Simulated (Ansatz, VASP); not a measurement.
## One calculation of BeTe, two programs

Contents of INCAR:

```
ALGO = Normal
EDIFF = 1E-6
ENCUT = 520
GGA = PE
ISIF = 2
ISMEAR = -1
LASPH = T
LCHARG = F
LREAL = F
LWAVE = F
NBANDS = 11
NELM = 100
PREC = Accurate
SIGMA = 0.05
```

File KPOINTS:

```
k-points
0
Gamma
  13 13 13
```

Contents of POSCAR:

```
BeTe
1.0
    0.0000000000      2.8317972517      2.8317972517
    2.8317972517      0.0000000000      2.8317972517
    2.8317972517      2.8317972517      0.0000000000
Be Te
1 1
Direct
    0.0000000000      0.0000000000      0.0000000000
    0.2500000000      0.2500000000      0.2500000000
```

Input for Ansatz:

```yaml
crystal:
  lattice:
    - [0.0, 2.8317972517, 2.8317972517]
    - [2.8317972517, 0.0, 2.8317972517]
    - [2.8317972517, 2.8317972517, 0.0]
  atoms:
    - { symbol: Be, position: [0.0, 0.0, 0.0] }
    - { symbol: Te, position: [0.25, 0.25, 0.25] }
kpoints:
  mp_grid: { grid: [13, 13, 13] }
scf:
  occupations: { method: fermi_dirac, width: 0.05 }
hamiltonian:
  xc: pbe
  pseudopotentials: { kind: paw }
output:
  forces: true
  stress: true
  eigenvalues: true
  populations: true
  write_density: true
  write_potential: true
  elf: true
  volumetric_format: npy
```

Alike in both runs: task single point; functional PBE; k mesh 13 × 13 × 13; occupations fermi-dirac, width 0.05 eV; no spin polarisation.

|  | VASP | Ansatz |
| --- | --- | --- |
| version | VASP 6.6.1 | Ansatz 0.2.0 |
| potentials or method | VASP PAW PBE potentials, release 64 (Be, Te) | PAW with Ansatz's default frozen-core files, scalar-relativistic |
| plane-wave cutoff (eV) | 520 | 420 |
| valence electrons in the cell | 8 | 18 |

Ansatz gave:

```
gap on the k mesh at the Fermi level (eV) : 2.04
pressure (GPa)                            : 0.0
```

Question: Estimate VASP's values.

Answer: gap on the k mesh at the Fermi level (eV): 2.03; pressure (GPa): 0.1.

VASP's potentials hold 8 valence electrons a cell and Ansatz's 18, so a difference there can come from the potentials and not from the codes.

Neither program's run includes spin-orbit coupling.
